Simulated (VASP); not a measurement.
Input of a VASP 6.6.1 run:

File INCAR:

```
PREC = Accurate
ENCUT = 520
EDIFF = 1E-7
ISMEAR = -1
SIGMA = 0.05
LREAL = F
LASPH = T
NELM = 100
ALGO = Normal
ISIF = 2
LWAVE = F
LCHARG = T
GGA = RE
LELF = T
LVHAR = T
NBANDS = 16
```

Contents of KPOINTS:

```
Automatic mesh
0
Gamma
  7 7 5
```

The input POSCAR:

```
Te
1.0
    4.7473994357      0.0000000000      0.0000000000
   -2.3736997178      4.1113685132      0.0000000000
    0.0000000000      0.0000000000      5.8967267670
Te
3
Direct
    0.2517707349      0.0000000000      0.3333333333
    0.0000000000      0.2517707349      0.6666666667
    0.7482292651      0.7482292651      0.0000000000
```

Potentials or basis: VASP PAW PBE potentials, release 64 (Te).

Command:

```console
$ cat potpaw_PBE.64/Te/POTCAR > POTCAR
$ mpirun -np 1 vasp_std > vasp.out
```

Question: What does it give for the pressure?

Answer: 0.0 GPa.

Question: Predict the band gap on the k mesh.

Answer: 0.81 eV (least direct gap 1.02 eV).

Stress tensor (GPa, compression positive):
```
-0.03  0.00  0.00
 0.00 -0.03  0.00
 0.00  0.00  0.05
```

Caveat: the PAW data sets were made with another functional, which shifts forces and pressure a little; spin-orbit coupling is left out, which moves the levels of the heavy elements. A k mesh can miss the band edges.
